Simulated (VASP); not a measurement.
Set up this calculation in VASP 6.6.1, as the native input.

```yaml
Task: single point
Functional: r2SCAN
Potentials_or_basis: VASP PAW PBE potentials, release 64 (K_sv)
Cutoff: 520 eV
k_mesh: 10 × 10 × 10
Occupations: gaussian, width 0.15 eV
Spin: no spin polarisation
Dipole_correction: no
Further_INCAR_settings: ALGO = Normal; EDIFF = 1e-06; NBANDS = 10
```

K:

```
K
1.0
     4.07337    0.00000    0.00000
     0.00000    4.31044    0.00000
     0.00000    0.00000    4.42898
K
1
Direct
  0.00000 0.00000 0.00000
```

This cell differs from its parent crystal: normal strain along x -0.0550, normal strain along z +0.0275.

One way to write it, as run:

POSCAR

```
K
1.0
    4.0733653181      0.0000000000      0.0000000000
    0.0000000000      4.3104394900      0.0000000000
    0.0000000000      0.0000000000      4.4289765760
K
1
Direct
    0.0000000000      0.0000000000      0.0000000000
```

INCAR.step1

```
SYSTEM = K
PREC = Accurate
ENCUT = 520
ISMEAR = 0
SIGMA = 0.15
LREAL = .FALSE.
LASPH = .TRUE.
NELM = 60
NBANDS = 10
GGA = PE
ALGO = Normal
EDIFF = 1E-4
LWAVE = .TRUE.
LCHARG = .FALSE.
```

INCAR.step2

```
SYSTEM = K
PREC = Accurate
ENCUT = 520
EDIFF = 1E-6
ISMEAR = 0
SIGMA = 0.15
LREAL = .FALSE.
LASPH = .TRUE.
NELM = 60
ALGO = Normal
ISIF = 2
LWAVE = .FALSE.
LCHARG = .TRUE.
METAGGA = R2SCAN
LMIXTAU = .TRUE.
LELF = .TRUE.
LVHAR = .TRUE.
NBANDS = 10
ISTART = 1
```

KPOINTS

```
regular mesh
0
G
  10 10 10
  0 0 0
```

Potentials or basis: VASP PAW PBE potentials, release 64 (K_sv).

Launch:

```sh
$ cat potpaw_PBE.64/K_sv/POTCAR > POTCAR
$ cp INCAR.step1 INCAR
$ mpirun -np 1 vasp_std > vasp.out
$ cp INCAR.step2 INCAR
$ mpirun -np 1 vasp_std > vasp.out
```

It gave:

```json
{
 "Pressure": "0.1 GPa",
 "Band gap on the k mesh": "zero (an odd number of electrons rules out a gap without spin polarisation)"
}
```

Caveat: the cell differs from its parent crystal (normal strain along x -0.0550, normal strain along z +0.0275); the PAW data sets were made with another functional, which shifts forces and pressure a little.

Wall time 7.1 min on 1 thread of Intel(R) Xeon(R) Platinum 8488C (Sapphire Rapids) (shared host), peak memory 0.29 GiB.
